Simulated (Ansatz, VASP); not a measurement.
## ZnRe: VASP beside Ansatz

```
Zn Re
1.0
     2.74822    0.00000    0.00000
    -1.37411    2.38003    0.00000
     0.00000    0.00000    4.49407
Zn Re
1 1
Direct
  0.00000 0.00000 0.00000
  0.27875 0.61209 0.50000
```

Change from the starting cell: all Re atoms moved +0.150 Å, as atom 2 towards its neighbour atom 2 (Re) at 2.748 Å.

Alike in both runs: task single point; functional PBEsol; k mesh 21 × 21 × 10; occupations gaussian, width 0.15 eV; no spin polarisation.

```csv
,VASP,Ansatz
version,VASP 6.6.1,Ansatz 0.2.0
potentials or method,"VASP PAW PBE potentials, release 64 (Zn, Re_sv_GW), cutoff 500 eV","scalar-relativistic, plane waves, PAW"
valence electrons in the cell,27,27
```

```csv
,VASP,Ansatz,Ansatz less VASP
gap on the k mesh at the Fermi level (eV),none,none,-
pressure (GPa),-9.8,-8.9,+0.90
"traceless stress, the component that is largest in VASP (GPa)",-1.08,-0.93,+0.145
rms of the force components (eV/Å),0.149,0.148,-0.0007
```

VASP's potentials were made for PBE, not for PBEsol. Atom by atom the forces differ by 0.001 eV/Å (rms over components). A gap of «none» marks a metal or a gap that the smearing closes. The functional is the same, so the differences come from potentials, cutoffs and numerics.

Neither program's run includes spin-orbit coupling.
